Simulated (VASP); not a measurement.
The system is MnS.

```
Mn S
1.0
     0.00000    2.60450    2.60450
     2.60450    0.00000    2.60450
     2.60450    2.60450    0.00000
Mn S
1 1
Direct
  0.00000 0.00000 0.00000
  0.50000 0.50000 0.50000
```

Base run:

```yaml
Program: VASP 6.6.1
Functional: PBEsol
Potentials_or_basis: VASP PAW PBE potentials, release 64 (Mn_pv, S)
Cutoff: 520 eV
k_mesh: 9 × 9 × 9
Occupations: fermi-dirac, width 0.05 eV
Spin: collinear spin, ferromagnetic start
Starting_moments: "[4.0, 0.0] μB"
Hubbard_terms: Mn d U = 2.0 eV
```

Its results: pressure -1.8 GPa; net moment 4.96 μB per cell; site moments Mn +4.48; S +0.11 μB.

Q: The run is repeated on the same cell with these changes: hubbard terms from Mn d U = 2.0 eV to none. What comes out?

A: Pressure -7.2 GPa; net moment 4.69 μB per cell; site moments Mn +4.23; S +0.10 μB.

Caveats: the PAW data sets were made with another functional, which shifts forces and pressure a little; a cell with one magnetic atom can't hold antiferromagnetic order, which such compounds often take.
